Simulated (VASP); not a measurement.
# Sc3W: single point with PBE

Crystal: Sc3W.

```xyz
8
Lattice="5.3514 0.0000 0.0000 0.0000 5.3514 0.0000 0.0000 0.0000 5.3514" Properties=species:S:1:pos:R:3 pbc="T T T"
Sc    0.0000    2.6757    1.3379
Sc    0.0000    2.6757    4.0136
Sc    1.3379    0.0000    2.6757
Sc    4.0136    0.0000    2.6757
Sc    2.6757    4.0136    0.0000
Sc    2.6757    1.3379    0.0000
W     0.0000    0.0000    0.0000
W     2.6757    2.6757    2.6757
```

- Program: VASP 6.6.1
- Task: single point
- Functional: PBE
- Potentials or basis: VASP PAW PBE potentials, release 64 (Sc_sv, W_sv)
- Cutoff: 500 eV
- k mesh: 4 × 4 × 4
- Occupations: gaussian, width 0.1 eV
- Spin: no spin polarisation
- Dipole correction: no
- Further INCAR settings: ALGO = Normal; EDIFF = 1e-06; NBANDS = 57

- Pressure: 9.4 GPa
- Band gap on the k mesh: zero (bands 47 and 48 overlap by 0.43 eV)

Levels at points of the mesh, in eV from the Fermi level:
```
           k point  band 43  band 44  band 45  band 46  band 47  band 48  band 49  band 50
(0.00, 0.00, 0.00)    -0.71    -0.71    -0.45    -0.45    -0.45    -0.14    -0.14    -0.14
(0.50, 0.00, 0.00)    -1.01    -1.01    -0.20    -0.20     0.01     0.01     0.09     0.09
(0.50, 0.50, 0.00)    -0.76    -0.76    -0.57    -0.02     0.11     0.21     0.21     0.25
(0.50, 0.50, 0.50)    -1.15    -1.15     0.23     0.23     0.23     0.23     0.23     0.23
```

Wall time 3.2 min on 1 thread of Intel Xeon 8259CL, with other jobs on the host, peak memory 0.27 GiB.

Caveat: the cell stands under pressure; spin-orbit coupling is left out, which moves the levels of the heavy elements.
